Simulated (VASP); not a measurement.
A run of VASP 6.6.1 is set up as follows.

Contents of INCAR:

```
SYSTEM = HfH3
  PREC = Accurate
  ENCUT = 600
  EDIFF = 1E-7
  ISMEAR = 1
  SIGMA = 0.1
  LREAL = .False.
  LASPH = .True.
  NELM = 80
  ALGO = Normal
  ISIF = 3
  LWAVE = .False.
  LCHARG = .False.
  IBRION = 2
  NSW = 80
  EDIFFG = -0.01
```

The input KPOINTS:

```
Automatic mesh
0
Gamma
  7 7 7
  0 0 0
```

POSCAR

```
HfH3
1.0
    3.0845540000      0.0000000000      0.0000000000
    0.0000000000      3.0845540000      0.0000000000
    0.0000000000      0.0000000000      3.0845540000
Hf H
1 3
Direct
    0.0000000000      0.0000000000      0.0000000000
    0.0000000000      0.5000000000      0.5000000000
    0.5000000000      0.0000000000      0.5000000000
    0.5000000000      0.5000000000      0.0000000000
```

Potentials or basis: VASP PAW LDA potentials, release 64 (Hf_pv, H).

The run is started by

```sh
$ cat potpaw_LDA.64/Hf_pv/POTCAR potpaw_LDA.64/H/POTCAR > POTCAR
$ mpirun -np 1 vasp_std > vasp.out
```

What does it give for the relaxed cell?

a = 3.032 Å, b = 3.032 Å, c = 3.032 Å, α = 90.00°, β = 90.00°, γ = 90.00°.

What does it give for the relaxed volume?

6.97 Å³/atom.

Step by step:
```
step  energy change (eV)  largest force (eV/Å)  pressure (GPa)  volume (Å³)
   1              0.0000                0.0000           -7.39        29.35
   2             -0.0353                0.0000           -0.35        27.93
   3             -0.0354                0.0000           -0.01        27.87
```
